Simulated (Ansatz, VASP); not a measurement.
**Two plane-wave programs on P2CO3**

```
P C O
1.0
     5.18556    0.00000    0.00000
    -2.59278    4.49082    0.00000
     0.00000    0.00000    3.09452
P C O
2 1 3
Direct
  0.33333 0.66667 0.00000
  0.66667 0.33333 0.00000
  0.00000 0.00000 0.00000
  0.50000 0.00000 0.50000
  0.50000 0.50000 0.50000
  0.00000 0.50000 0.50000
```

Change from the starting cell: species swapped into the GdCo3B2 type (P6/mmm, No. 191).

Alike in both runs: task relaxation of cell and atoms; functional PBE; dispersion D3(BJ); k mesh 6 × 6 × 6; occupations gaussian, width 0.1 eV; collinear spin.

|  | VASP | Ansatz |
| --- | --- | --- |
| version | VASP 6.6.1 | Ansatz 0.2.0 |
| potentials or method | VASP PAW PBE potentials, release 64 (P, C, O), cutoff 600 eV | scalar-relativistic, plane waves, PAW |
| valence electrons in the cell | 32 | 32 |

Ansatz gave:

```
gap on the k mesh at the Fermi level, each at its own relaxed structure (eV) : none
net moment per atom (μB)                                                     : 0.34
size of the moment on the site where the two differ most (μB)                : 1.52
relaxed volume (Å³/atom)                                                     : 10.88
relaxed cell length with the largest relative difference (Å)                 : 5.233
```

Question: Estimate VASP's values.

Answer: gap on the k mesh at the Fermi level, each at its own relaxed structure (eV): none; net moment per atom (μB): 0.34; size of the moment on the site where the two differ most (μB): 0.92; relaxed volume (Å³/atom): 10.82; relaxed cell length with the largest relative difference (Å): 5.223.

Site moments also hang on the region over which each program counts them. A gap of «none» marks a metal or a gap that the smearing closes.
